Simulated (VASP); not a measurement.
Input of a VASP 6.6.1 run:

The input INCAR:

```
ALGO = Normal ; EDIFF = 1E-6
ENCUT = 520 ; GGA = PS
ISIF = 2 ; ISMEAR = -1
LASPH = True ; LCHARG = True
LELF = True ; LREAL = False
LVHAR = True ; LWAVE = False
NBANDS = 34 ; NELM = 60
PREC = Accurate ; SIGMA = 0.1
```

File KPOINTS:

```
k-points
0
Gamma
  6 6 6
```

The input POSCAR:

```
Ga3Sn
1.0
    0.0000000000      3.4666295400      3.4666295400
    3.4666295400      0.0000000000      3.4666295400
    3.4666295400      3.4666295400      0.0000000000
Ga Sn
3 1
Direct
    0.2500000000      0.2500000000      0.2500000000
    0.7500000000      0.7500000000      0.7500000000
    0.5000000000      0.5000000000      0.5000000000
    0.0000000000      0.0000000000      0.0000000000
```

Potentials or basis: VASP PAW PBE potentials, release 64 (Ga_d, Sn_d).

Run with:

```console
$ cat potpaw_PBE.64/Ga_d/POTCAR potpaw_PBE.64/Sn_d/POTCAR > POTCAR
$ mpirun -np 1 vasp_std > vasp.out
```

Estimate the pressure.

-1.8 GPa.

Caveat: the PAW data sets were made with another functional, which shifts forces and pressure a little.
